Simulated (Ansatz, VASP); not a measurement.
## AlRu: VASP beside Ansatz

```
Al Ru
1.0
     2.95436    0.00000    0.00000
     0.00000    2.95436    0.00000
     0.00000    0.00000    2.95436
Al Ru
1 1
Direct
  0.00000 0.00000 0.00000
  0.50000 0.50000 0.50000
```

Alike in both runs: functional LDA; k mesh 14 × 14 × 14; occupations fermi-dirac, width 0.08 eV; no spin polarisation.

Ansatz relaxed the structure, and its values are those at the end. VASP's run is a single point on that final structure, the one shown.

|  | VASP | Ansatz |
| --- | --- | --- |
| version | VASP 6.6.1 | Ansatz 0.2.0 |
| potentials or method | VASP PAW LDA potentials, release 64 (Al, Ru_pv) | PAW with Ansatz's default frozen-core files, scalar-relativistic |
| plane-wave cutoff (eV) | 520 | 420 |
| valence electrons in the cell | 17 | 19 |

|  | VASP | Ansatz | Ansatz less VASP |
| --- | --- | --- | --- |
| pressure (GPa) | 0.6 | 0.0 | -0.61 |

LDA's correlation is that of Perdew and Zunger in VASP and of Perdew and Wang (1992) in Ansatz. VASP's potentials hold 17 valence electrons a cell and Ansatz's 19, so a difference there can come from the potentials and not from the codes.
